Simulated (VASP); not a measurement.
# TaH (P4/nmm) in VASP: further runs

The runs below take TaH through single point, relaxation of cell and atoms, with PBE.

Program: VASP 6.6.1. These are calculated values, not measurements. Logs are shortened: lines on timing, memory, paths and dates and some standing lists are left out, and cuts for length are marked.

### Step 1. The cell of the first run

Symmetry: P4/nmm, No. 129, tetragonal system. Conventional cell: a = 3.388 Å, b = 3.388 Å, c = 3.619 Å, α = 90.00°, β = 90.00°, γ = 90.00°. Within 2.6 Å of Ta (site symmetry 4mm) lie 4 H at 1.95 Å. Within 2.6 Å of H (site symmetry -4m2) lie 4 Ta at 1.95 Å and 4 H at 2.40 Å.

### Step 2. Single point, PBE

Input file INCAR:

```
PREC = Accurate
ENCUT = 520
EDIFF = 1E-6
ISMEAR = 0
SIGMA = 0.1
LREAL = False
LASPH = True
NELM = 60
ALGO = Normal
ISIF = 2
LWAVE = False
LCHARG = False
GGA = PE
NBANDS = 20
```

Input file KPOINTS:

```
Automatic mesh
0
Gamma
  14 14 12
```

Input file POSCAR:

```
TaH
1.0
    3.3878623419      0.0000000000      0.0000000000
    0.0000000000      3.3878623419      0.0000000000
    0.0000000000      0.0000000000      3.6186588515
Ta H
2 2
Direct
    0.0000000000      0.5000000000      0.2644009292
    0.5000000000      0.0000000000      0.7355990708
    0.0000000000      0.0000000000      0.0000000000
    0.5000000000      0.5000000000      0.0000000000
```

Potentials or basis: VASP PAW PBE potentials, release 64 (Ta_pv, H).

Launch:

```
cat potpaw_PBE.64/Ta_pv/POTCAR potpaw_PBE.64/H/POTCAR > POTCAR
mpirun -np 1 vasp_std > vasp.out
```

OUTCAR:

```text
PREC = Accurate
   ENCUT = 520
   EDIFF = 1E-6
   ISMEAR = 0
   LREAL = False
   LASPH = True
   NELM = 60
   ISIF = 2
   GGA = PE

 ion  position               nearest neighbor table
   1  0.000  0.500  0.264-   3 1.95   4 1.95   3 1.95   4 1.95   2 2.94   2 2.94   2 2.94   2 2.94
                             2 3.07   2 3.07   2 3.07   2 3.07
   2  0.500  0.000  0.736-   3 1.95   4 1.95   4 1.95   3 1.95   1 2.94   1 2.94   1 2.94   1 2.94
                             1 3.07   1 3.07   1 3.07   1 3.07
   3  0.000  0.000  0.000-   1 1.95   2 1.95   1 1.95   2 1.95
   4  0.500  0.500  0.000-   1 1.95   2 1.95   2 1.95   1 1.95

  LATTYP: Found a simple tetragonal cell.
 ALAT       =     3.3878623419
 C/A-ratio  =     1.0681245241

  Lattice vectors:

 A1 = (   3.3878623419,   0.0000000000,   0.0000000000)
 A2 = (   0.0000000000,   3.3878623419,   0.0000000000)
 A3 = (   0.0000000000,   0.0000000000,   3.6186588515)

Analysis of symmetry for initial positions (statically):
=====================================================================
 Subroutine PRICEL returns:
 Original cell was already a primitive cell.

 Routine SETGRP: Setting up the symmetry group for a
 simple tetragonal supercell.

 Subroutine GETGRP returns: Found 16 space group operations
 (whereof  8 operations were pure point group operations)
 out of a pool of 16 trial point group operations.

The static configuration has the point symmetry D_2d.
 The point group associated with its full space group is D_4h.

Analysis of symmetry for dynamics (positions and initial velocities):
=====================================================================
 Subroutine PRICEL returns:
 Original cell was already a primitive cell.

 Routine SETGRP: Setting up the symmetry group for a
 simple tetragonal supercell.

 Subroutine GETGRP returns: Found 16 space group operations
 (whereof  8 operations were pure point group operations)
 out of a pool of 16 trial point group operations.

The dynamic configuration has the point symmetry D_2d.
 The point group associated with its full space group is D_4h.

 Subroutine INISYM returns: Found 16 space group operations
 (whereof  8 operations are pure point group operations),
 and found     1 'primitive' translations

----------------------------------------------------------------------------------------

                                     Primitive cell

  volume of cell :      41.5336

  direct lattice vectors                    reciprocal lattice vectors
     3.387862342  0.000000000  0.000000000     0.295171379  0.000000000  0.000000000
     0.000000000  3.387862342  0.000000000     0.000000000  0.295171379  0.000000000
     0.000000000  0.000000000  3.618658852     0.000000000  0.000000000  0.276345475

  length of vectors
     3.387862342  3.387862342  3.618658852     0.295171379  0.295171379  0.276345475

  position of ions in fractional coordinates (direct lattice)
     0.000000000  0.500000000  0.264400929
     0.500000000  0.000000000  0.735599071
     0.000000000  0.000000000  0.000000000
     0.500000000  0.500000000  0.000000000

  ion indices of the primitive-cell ions
   primitive index   ion index
                 1           1
                 2           2
                 3           3
                 4           4

----------------------------------------------------------------------------------------

 KPOINTS: Automatic mesh

Automatic generation of k-mesh.
 Grid dimensions read from file:
 generate k-points for:   14   14   12

 Generating k-lattice:

  Cartesian coordinates                     Fractional coordinates (reciprocal lattice)
     0.021083670  0.000000000  0.000000000     0.071428571  0.000000000  0.000000000
     0.000000000  0.021083670  0.000000000     0.000000000  0.071428571  0.000000000
     0.000000000  0.000000000  0.023028790     0.000000000  0.000000000  0.083333333

  Length of vectors
     0.021083670  0.021083670  0.023028790

  Shift w.r.t. Gamma in fractional coordinates (k-lattice)
     0.000000000  0.000000000  0.000000000

 Subroutine IBZKPT returns following result:
 ===========================================

 Found    252 irreducible k-points:

 Following reciprocal coordinates:
            Coordinates               Weight
  0.000000  0.000000  0.000000      1.000000
  0.071429  0.000000  0.000000      4.000000
  0.142857  0.000000  0.000000      4.000000
  0.214286  0.000000  0.000000      4.000000
  0.285714  0.000000  0.000000      4.000000
  0.357143  0.000000  0.000000      4.000000
[... 16 lines left out ...]
  0.285714  0.214286  0.000000      8.000000
  0.357143  0.214286  0.000000      8.000000
 [... further k-points ...]
   k-points           NKPTS =    252   k-points in BZ     NKDIM =    252   number of bands    NBANDS=     20
   number of dos      NEDOS =    301   number of ions     NIONS =      4
   total plane-waves  NPLWV =  21952
   dimension x,y,z NGX =    28 NGY =   28 NGZ =   28
   dimension x,y,z NGXF=    56 NGYF=   56 NGZF=   56
   ions per type =               2   2
   NGX,Y,Z   is equivalent  to a cutoff of  13.74, 13.74, 12.86 a.u.
   NGXF,Y,Z  is equivalent  to a cutoff of  27.48, 27.48, 25.73 a.u.
 SYSTEM =  unknown system
   PREC   = accura    normal or accurate (medium, high low for compatibility)
   ISTART =      0    job   : 0-new  1-cont  2-samecut
   ICHARG =      2    charge: 1-file 2-atom 10-const
   ISPIN  =      1    spin polarized calculation?
   LNONCOLLINEAR =      F non collinear calculations
   LSORBIT =      F    spin-orbit coupling
   LASPH  =      T    aspherical Exc in radial PAW
   ENCUT  =  520.0 eV  38.22 Ry    6.18 a.u.   6.30  6.30  6.73*2*pi/ulx,y,z
   NELM   =     60;   NELMIN=  2; NELMDL= -5     # of ELM steps
   EDIFF  = 0.1E-05   stopping-criterion for ELM
   LREAL  =      F    real-space projection
   EDIFFG = 0.1E-04   stopping-criterion for IOM
   NSW    =      0    number of steps for IOM
   IBRION =     -1    ionic relax: 0-MD 1-quasi-New 2-CG
   NFREE  =      0    steps in history (QN), initial steepest desc. (CG)
   ISIF   =      2    stress and relaxation
   ISYM   =      2    0-nonsym 1-usesym 2-fastsym
   POTIM  = 0.5000    time-step for ionic-motion
   TEBEG  =    0.0;   TEEND  =   0.0 temperature during run
   PSTRESS=    0.0 pullay stress
   NELECT =      24.0000    total number of electrons
   NUPDOWN=      -1.0000    fix difference up-down
   EMIN   =  10.00;   EMAX   =-10.00  energy-range for DOS
   EFERMI =   0.00;   METHOD = LEGACY
   ISMEAR =     0;   SIGMA  =   0.10  broadening in eV -4-tet -1-fermi 0-gaus
   EFERMI_NEDOS =   21; number of points for ismear=-14 and -15
   IALGO  =     38    algorithm
   IMIX   =      4    mixing-type and parameters
     AMIX     =   0.40;   BMIX     =  1.00
     AMIX_MAG =   1.60;   BMIX_MAG =  1.00
  volume/ion in A,a.u.               =      10.38        70.07
  Fermi-wavevector in a.u.,A,eV,Ry     =   1.363574  2.576782 25.297793  1.859335
  Thomas-Fermi vector in A             =   2.489965
   LORBIT       =      0    0 simple, 1 ext, 2 COOP (PROOUT), +10 PAW based schemes
   GGA     = PE    functional components
   LHFCALC =     F    Hartree Fock is set to
   AEXX    =    0.0000 exact exchange contribution
   IVDW    =     0    specifies the selected vdW correction
   LEPSILON=     F    determine dielectric tensor
   LRPA    =     F    only Hartree local field effects (RPA)
 non-spin polarized calculation
 Gauss-broadening in eV      SIGMA  =   0.10
  energy-cutoff  :      520.00
  volume of cell :       41.53
 maximum number of plane-waves:      1138
 NGX is ok and might be reduce to    28
   NGX = 13   NGY = 13   NGZ = 13

 number of electron      24.0000001 magnetization

 Free energy of the ion-electron system (eV)
  ---------------------------------------------------
  ext. energy  EPLUGINS =         0.00000000
  ---------------------------------------------------
  free energy    TOTEN  =       -30.98939799 eV

  energy without entropy =      -30.98606490  energy(sigma->0) =      -30.98773144

 E-fermi :   5.8710     XC(G=0): -12.3806

 val. band max:        5.8510855529   @ k =   0.3571   0.0000   0.3333
 cond. band min:       5.8793344723   @ k =   0.2143   0.0714   0.0000
 fundamental gap:      0.0282489194
 Fermi energy:         5.8710096575

 k-point     1 :       0.0000    0.0000    0.0000
  band No.  band energies     occupation
      1     -28.9880      2.00000
      2     -28.8917      2.00000
      3     -28.8917      2.00000
      4     -28.3774      2.00000
      5     -28.3774      2.00000
      6     -28.3604      2.00000
[... 12 lines left out ...]
     19      11.3157      0.00000
     20      12.3131      0.00000

 k-point     2 :       0.0714    0.0000    0.0000
  band No.  band energies     occupation
      1     -28.9796      2.00000
      2     -28.8949      2.00000
      3     -28.8848      2.00000
      4     -28.3940      2.00000
      5     -28.3834      2.00000
      6     -28.3673      2.00000
[... 12 lines left out ...]
     19      11.4951      0.00000
     20      11.9371      0.00000

 k-point     3 :       0.1429    0.0000    0.0000
  band No.  band energies     occupation
      1     -28.9548      2.00000
      2     -28.9030      2.00000
      3     -28.8646      2.00000
      4     -28.4411      2.00000
      5     -28.4010      2.00000
      6     -28.3877      2.00000
[... 12 lines left out ...]
     19      12.1277      0.00000
     20      12.2058      0.00000

 k-point     4 :       0.2143    0.0000    0.0000
  band No.  band energies     occupation
      1     -28.9153      2.00000
      2     -28.9115      2.00000
      3     -28.8321      2.00000
      4     -28.5115      2.00000
      5     -28.4297      2.00000
      6     -28.4212      2.00000
[... 12 lines left out ...]
     19      13.0412      0.00000
     20      13.3378      0.00000

 k-point     5 :       0.2857    0.0000    0.0000
  band No.  band energies     occupation
      1     -28.9145      2.00000
      2     -28.8640      2.00000
      3     -28.7894      2.00000
      4     -28.5946      2.00000
      5     -28.4684      2.00000
      6     -28.4666      2.00000
[... 12 lines left out ...]
     19      13.9244      0.00000
     20      14.5671      0.00000

 k-point     6 :       0.3571    0.0000    0.0000
  band No.  band energies     occupation
      1     -28.9057      2.00000
      2     -28.8067      2.00000
      3     -28.7388      2.00000
      4     -28.6766      2.00000
      5     -28.5221      2.00000
      6     -28.5153      2.00000
[... 12 lines left out ...]
     19      14.5882      0.00000
     20      15.4824      0.00000

 k-point     7 :       0.4286    0.0000    0.0000
  band No.  band energies     occupation
      1     -28.8803      2.00000
      2     -28.7857      2.00000
      3     -28.7089      2.00000
      4     -28.6831      2.00000
      5     -28.5853      2.00000
      6     -28.5684      2.00000
[... 12 lines left out ...]
     19      14.8365      0.00000
     20      15.3044      0.00000
[... 277 lines left out ...]
 k-point    20 :       0.4286    0.1429    0.0000
  band No.  band energies     occupation
      1     -28.9706      2.00000
      2     -28.8747      2.00000
      3     -28.7177      2.00000
      4     -28.6281      2.00000
      5     -28.5695      2.00000
      6     -28.4990      2.00000
[... 12 lines left out ...]
     19      14.7422      0.00000
     20      15.2751      0.00000

 k-point    21 :       0.5000    0.1429    0.0000
  band No.  band energies     occupation
      1     -28.9324      2.00000
      2     -28.9324      2.00000
      3     -28.6590      2.00000
      4     -28.6590      2.00000
      5     -28.5462      2.00000
      6     -28.5462      2.00000
[... 12 lines left out ...]
     19      14.8598      0.00000
     20      14.8598      0.00000

 k-point    22 :       0.2143    0.2143    0.0000
  band No.  band energies     occupation
      1     -29.0089      2.00000
      2     -28.8565      2.00000
      3     -28.7163      2.00000
      4     -28.7049      2.00000
      5     -28.4640      2.00000
      6     -28.3903      2.00000
[... 12 lines left out ...]
     19      13.6719      0.00000
     20      13.6824      0.00000

 k-point    23 :       0.2857    0.2143    0.0000
  band No.  band energies     occupation
      1     -29.0357      2.00000
      2     -28.8240      2.00000
      3     -28.7851      2.00000
      4     -28.6667      2.00000
      5     -28.4958      2.00000
      6     -28.4012      2.00000
[... 12 lines left out ...]
     19      14.0173      0.00000
     20      14.5035      0.00000

 k-point    24 :       0.3571    0.2143    0.0000
  band No.  band energies     occupation
      1     -29.0472      2.00000
      2     -28.8851      2.00000
      3     -28.7593      2.00000
      4     -28.6215      2.00000
      5     -28.5305      2.00000
      6     -28.4250      2.00000
[... 12 lines left out ...]
     19      14.3931      0.00000
     20      15.4090      0.00000

 [... further k-points ...]
[... 5 lines left out ...]
  --------------------------------------------------------------------------------------
  -------------------------------------------------------------------------------------
  Total        0.0402083      0.0402083      0.0214314      0.0000000      0.0000000      0.0000000
  in kB        1.5510564      1.5510564      0.8267274      0.0000000      0.0000000      0.0000000
  external PRESSURE =       1.3096134 kB  Pullay stress =       0.0000000 kB

 VOLUME and BASIS-vectors are now :
 -----------------------------------------------------------------------------
  energy-cutoff  :      520.00
  volume of cell :       41.53
      direct lattice vectors                 reciprocal lattice vectors
     3.387862342  0.000000000  0.000000000     0.295171379  0.000000000  0.000000000
     0.000000000  3.387862342  0.000000000     0.000000000  0.295171379  0.000000000
     0.000000000  0.000000000  3.618658852     0.000000000  0.000000000  0.276345475

 POSITION                                       TOTAL-FORCE (eV/Angst)
 -----------------------------------------------------------------------------------
      0.00000      1.69393      0.95678         0.000000      0.000000      0.021755
      1.69393      0.00000      2.66188        -0.000000      0.000000     -0.021755
      0.00000      0.00000      0.00000         0.000000     -0.000000      0.000000
      1.69393      1.69393      0.00000         0.000000      0.000000      0.000000
 -----------------------------------------------------------------------------------
    total drift:                                0.000000      0.000000      0.000000

  FREE ENERGIE OF THE ION-ELECTRON SYSTEM (eV)
  ---------------------------------------------------
  free  energy   TOTEN  =       -30.9893979931 eV

  energy  without entropy=      -30.9860648964  energy(sigma->0) =      -30.98773144
```

Run time: 3.6 min. Hardware: 1 thread of Oxide Virtual Turin-like, shared host; peak memory 0.26 GiB.

What came out:

- Free energy: -30.9894 eV
- Pressure: 0.1 GPa
- Largest force: 0.022 eV/Å
- Band gap on the k mesh: zero (band 12 reaches 6.41 eV, above the bottom of band 13 at 5.26 eV)

Forces in eV/Å, atoms in the order of the input:
```
Ta   0.000  0.000  0.022
Ta   0.000  0.000 -0.022
H    0.000  0.000  0.000
H    0.000  0.000  0.000
```

Caveat: spin-orbit coupling is left out, which moves the levels of the heavy elements.

### Step 3. Relaxation of cell and atoms, PBE

This run uses another cell than the first one, of 10.43 Å³/atom, 1.004 times its volume.

Input file INCAR:

```
  ALGO = Normal
  EDIFF = 1E-6
  EDIFFG = -0.01
  ENCUT = 600
  GGA = PE
  IBRION = 2
  ISIF = 3
  ISMEAR = 0
  LASPH = True
  LCHARG = False
  LREAL = False
  LWAVE = False
  NELM = 60
  NSW = 100
  PREC = Accurate
  SIGMA = 0.1
```

Input file KPOINTS:

```
k-points
0
Gamma
  14 14 12
```

Input file POSCAR:

```
TaH
1.0
    3.3567057991      0.0000000000      0.0000000000
    0.0000000000      3.3567057991      0.0000000000
    0.0000000000      0.0000000000      3.7014433917
Ta H
2 2
Direct
    0.0000000000      0.5000000000      0.2655019754
    0.5000000000      0.0000000000      0.7344980246
    0.0000000000      0.0000000000      0.0000000000
    0.5000000000      0.5000000000      0.0000000000
```

Potentials or basis: VASP PAW PBE potentials, release 64 (Ta_pv, H).

Launch:

```
cat potpaw_PBE.64/Ta_pv/POTCAR potpaw_PBE.64/H/POTCAR > POTCAR
mpirun -np 1 vasp_std > vasp.out
```

Wall time 9.7 min (1 thread of Oxide Virtual Turin-like, shared host); peak memory 0.29 GiB.

Results (log left out):

```
Free energy                            : -30.9918 eV
Relaxed volume                         : 10.39 Å³/atom
Relaxed cell                           : a = 3.389 Å, b = 3.389 Å, c = 3.620 Å, α = 90.00°, β = 90.00°, γ = 90.00°
Space group after relaxing (to 0.05 Å) : P4/nmm (No. 129)
Energy gained by relaxing              : 1.6 meV/atom
Ionic steps                            : 8
Pressure after relaxing                : 0.0 GPa
Band gap on the k mesh                 : zero (band 12 reaches 6.40 eV, above the bottom of band 13 at 5.25 eV)
```

The path:
```csv
step,energy change (eV),largest force (eV/Å),pressure (GPa),volume (Å³)
1,0.0000,0.0750,0.27,41.71
2,-0.0024,0.0545,-0.50,41.81
3,-0.0027,0.1131,-0.85,41.86
4,-0.0044,0.1129,-0.37,41.73
5,-0.0056,0.1119,0.31,41.54
6,-0.0057,0.1114,0.49,41.49
7,-0.0064,0.0133,0.07,41.56
8,-0.0064,0.0007,0.01,41.57
```

Final structure:
```
CELL_PARAMETERS angstrom
3.38899 0.00000 0.00000
0.00000 3.38899 0.00000
0.00000 0.00000 3.61976
ATOMIC_POSITIONS crystal
Ta 0.00000 0.50000 0.26463
Ta 0.50000 0.00000 0.73537
H 0.00000 0.00000 0.00000
H 0.50000 0.50000 0.00000
```

Levels at points of the mesh, in eV from the Fermi level:
| k point | band 9 | band 10 | band 11 | band 12 | band 13 | band 14 | band 15 | band 16 |
| --- | --- | --- | --- | --- | --- | --- | --- | --- |
| (0.00, 0.00, 0.00) | -4.28 | -0.69 | -0.69 | 0.24 | 1.60 | 1.66 | 2.86 | 4.79 |
| (0.50, 0.00, 0.00) | -1.92 | -1.92 | -1.28 | -1.28 | 0.23 | 0.23 | 1.57 | 1.57 |
| (0.50, 0.50, 0.00) | -4.93 | -4.93 | -1.15 | -1.15 | 2.98 | 2.98 | 3.33 | 3.33 |
| (0.00, 0.00, 0.50) | -5.11 | -2.29 | -0.18 | -0.18 | 0.51 | 0.51 | 1.63 | 1.86 |
| (0.50, 0.00, 0.50) | -2.08 | -2.08 | -1.50 | -1.50 | 1.75 | 1.75 | 3.17 | 3.17 |
| (0.50, 0.50, 0.50) | -2.46 | -2.46 | -1.75 | -1.75 | 2.96 | 2.96 | 3.43 | 3.43 |

Caveat: spin-orbit coupling is left out, which moves the levels of the heavy elements.
